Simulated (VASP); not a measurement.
Input of a VASP 6.6.1 run:

Contents of INCAR:

```
  PREC = Accurate
  ENCUT = 520
  EDIFF = 1E-6
  ISMEAR = -1
  SIGMA = 0.05
  LREAL = False
  LASPH = True
  NELM = 80
  ALGO = Fast
  ISIF = 2
  LWAVE = False
  LCHARG = True
  GGA = PE
  LELF = True
  LVHAR = True
  NBANDS = 44
```

The input KPOINTS:

```
Automatic mesh
0
Gamma
  6 6 6
```

The input POSCAR:

```
TlPt
1.0
    6.7435878622      0.0000000000      0.0000000000
   -3.3717939311      5.8401184013      0.0000000000
    0.0000000000      0.0000000000      3.8706203256
Tl Pt
3 3
Direct
    0.0000000000      0.5000000000      0.0000000000
    0.5000000000      0.5000000000      0.0000000000
    0.5000000000      0.0000000000      0.0000000000
    0.6666666667      0.3333333333      0.5000000000
    0.3333333333      0.6666666667      0.5000000000
    0.0000000000      0.0000000000      0.0000000000
```

Potentials or basis: VASP PAW PBE potentials, release 64 (Tl_d, Pt).

Launch:

```bash
$ cat potpaw_PBE.64/Tl_d/POTCAR potpaw_PBE.64/Pt/POTCAR > POTCAR
$ mpirun -np 1 vasp_std > vasp.out
```

(1) What does it give for the band gap on the k mesh?

(2) Estimate the pressure.

Results:

(1) zero (an odd number of electrons rules out a gap without spin polarisation).

(2) -0.3 GPa.

Caveat: spin-orbit coupling is left out, which moves the levels of the heavy elements.
